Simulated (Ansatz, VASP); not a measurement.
**Two plane-wave programs on MoS2**

Contents of INCAR:

```
PREC = Accurate
ENCUT = 520
EDIFF = 1E-6
ISMEAR = -1
SIGMA = 0.05
LREAL = False
LASPH = True
NELM = 60
ALGO = Normal
ISIF = 2
LWAVE = False
LCHARG = False
GGA = RP
IVDW = 13
NBANDS = 35
```

The input KPOINTS:

```
Automatic mesh
0
Gamma
  10 10 3
```

The input POSCAR:

```
MoS2
1.0
    3.1043083785      0.0000000000      0.0000000000
   -1.5521541893      2.6884099170      0.0000000000
    0.0000000000      0.0000000000     12.0724192038
Mo S
2 4
Direct
    0.6666666667      0.3333333333      0.7500000000
    0.3333333333      0.6666666667      0.2500000000
    0.6666666667      0.3333333333      0.3770000000
    0.3333333333      0.6666666667      0.8770000000
    0.6666666667      0.3333333333      0.1230000000
    0.3333333333      0.6666666667      0.6230000000
```

input.yaml

```yaml
crystal:
  lattice:
    - [3.1043083785, 0.0, 0.0]
    - [-1.5521541893, 2.688409917, 0.0]
    - [0.0, 0.0, 12.0724192038]
  atoms:
    - { symbol: Mo, position: [0.6666666667, 0.3333333333, 0.75] }
    - { symbol: Mo, position: [0.3333333333, 0.6666666667, 0.25] }
    - { symbol: S, position: [0.6666666667, 0.3333333333, 0.377] }
    - { symbol: S, position: [0.3333333333, 0.6666666667, 0.877] }
    - { symbol: S, position: [0.6666666667, 0.3333333333, 0.123] }
    - { symbol: S, position: [0.3333333333, 0.6666666667, 0.623] }
hamiltonian:
  xc: rpbe
  pseudopotentials: { kind: paw }
  dispersion: d4
kpoints:
  mp_grid: { grid: [10, 10, 3] }
scf:
  occupations: { method: fermi_dirac, width: 0.05 }
output:
  forces: true
  stress: true
  eigenvalues: true
  write_density: true
  write_potential: true
  elf: true
  volumetric_format: npy
```

Alike in both runs: task single point; functional RPBE; dispersion D4; k mesh 10 × 10 × 3; occupations fermi-dirac, width 0.05 eV; no spin polarisation.

|  | VASP | Ansatz |
| --- | --- | --- |
| version | VASP 6.6.1 | Ansatz 0.2.0 |
| potentials or method | VASP PAW PBE potentials, release 64 (Mo_sv, S) | Ansatz PAW |
| plane-wave cutoff (eV) | 520 | 420 |
| valence electrons in the cell | 52 | 52 |

Ansatz gave:

- gap on the k mesh at the Fermi level (eV): 0.91
- least direct gap on the mesh (eV): 2.03
- pressure (GPa): 6.6
- traceless stress, the component that is largest in VASP (GPa): 1.28
- rms of the force components (eV/Å): 0.494

Task: Which values does VASP return?

Result: gap on the k mesh at the Fermi level (eV): 0.93; least direct gap on the mesh (eV): 2.03; pressure (GPa): 6.3; traceless stress, the component that is largest in VASP (GPa): 1.21; rms of the force components (eV/Å): 0.470.

VASP's potentials were made for PBE, not for RPBE. Atom by atom the forces differ by 0.023 eV/Å (rms over components).

Noted on Ansatz's run: odd divisions of the mesh miss points on the zone boundary, where band edges often lie, so the gap on the mesh can be too wide.
